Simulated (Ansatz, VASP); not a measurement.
**Two plane-wave programs on HfO2**

```
CELL_PARAMETERS angstrom
-2.55750 -2.55750 0.00000
2.55750 -2.55750 0.00000
-1.02300 -1.02300 10.23000
ATOMIC_POSITIONS crystal
Hf 0.62500 0.00000 0.93750
Hf 0.42500 0.50000 0.18750
Hf 0.82500 0.00000 0.43750
Hf 0.22500 0.50000 0.68750
O 0.47500 0.00000 0.06250
O 0.87500 0.50000 0.31250
O 0.27500 0.00000 0.56250
O 0.67500 0.50000 0.81250
O 0.37500 0.00000 0.31250
O 0.77500 0.50000 0.56250
O 0.17500 0.00000 0.81250
O 0.97500 0.50000 0.06250
```

Alike in both runs: task single point; functional r2SCAN; k mesh 6 × 6 × 3; occupations gaussian, width 0.05 eV; no spin polarisation.

|  | VASP | Ansatz |
| --- | --- | --- |
| version | VASP 6.6.1 | Ansatz 0.2.0 |
| potentials or method | VASP PAW PBE potentials, release 64 (Hf_pv, O), cutoff 520 eV | scalar-relativistic, plane waves, PAW |
| valence electrons in the cell | 88 | 152 |

|  | VASP | Ansatz | Ansatz less VASP |
| --- | --- | --- | --- |
| gap on the k mesh at the Fermi level (eV) | 2.37 | 2.40 | +0.023 |
| least direct gap on the mesh (eV) | 2.58 | 2.60 | +0.020 |
| rms of the force components (eV/Å) | 18.824 | 17.202 | -1.6218 |

VASP's potentials were made for PBE, not for r2SCAN. Atom by atom the forces differ by 1.624 eV/Å (rms over components). VASP's potentials hold 88 valence electrons a cell and Ansatz's 152, so a difference there can come from the potentials and not from the codes.

Spin-orbit coupling is off throughout.
